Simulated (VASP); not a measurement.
Here is a VASP 6.6.1 calculation.

File INCAR:

```
SYSTEM = TiAl3
PREC = Accurate
ENCUT = 600
EDIFF = 1E-6
ISMEAR = 0
SIGMA = 0.1
LREAL = .False.
LASPH = .True.
NELM = 100
ALGO = Normal
ISIF = 3
LWAVE = .False.
LCHARG = .False.
GGA = PS
IBRION = 2
NSW = 70
EDIFFG = -0.005
```

KPOINTS

```
regular mesh
0
Gamma
  16 16 16
  0 0 0
```

Contents of POSCAR:

```
TiAl3
1.0
   -1.9226734293      1.9226734293      4.3114047963
    1.9226734293     -1.9226734293      4.3114047963
    1.9226734293      1.9226734293     -4.3114047963
Ti Al
1 3
Direct
    0.0000000000      0.0000000000      0.0000000000
    0.5000000000      0.5000000000      0.0000000000
    0.7500000000      0.2500000000      0.5000000000
    0.2500000000      0.7500000000      0.5000000000
```

Potentials or basis: VASP PAW PBE potentials, release 64 (Ti_sv, Al).

Launch:

```sh
$ cat potpaw_PBE.64/Ti_sv/POTCAR potpaw_PBE.64/Al/POTCAR > POTCAR
$ mpirun -np 1 vasp_std > vasp.out
```

Task: Predict the relaxed cell.

Result: a = 5.058 Å, b = 5.058 Å, c = 5.058 Å, α = 135.66°, β = 135.66°, γ = 64.51°.

Task: What does it give for the space group after relaxing (to 0.05 Å)?

Result: I4/mmm (No. 139).

Step by step:
| step | energy change (eV) | largest force (eV/Å) | pressure (GPa) | volume (Å³) |
| --- | --- | --- | --- | --- |
| 1 | 0.0000 | 0.0000 | -2.43 | 63.75 |
| 2 | -0.0077 | 0.0000 | 1.42 | 61.55 |
| 3 | -0.0110 | 0.0000 | 0.02 | 62.32 |
| 4 | -0.0110 | 0.0000 | -0.03 | 62.35 |
| 5 | -0.0110 | 0.0000 | -0.05 | 62.35 |
| 6 | -0.0110 | 0.0000 | -0.04 | 62.35 |
| 7 | -0.0110 | 0.0000 | -0.05 | 62.35 |
| 8 | -0.0110 | 0.0000 | -0.03 | 62.35 |

Caveat: the PAW data sets were made with another functional, which shifts forces and pressure a little.
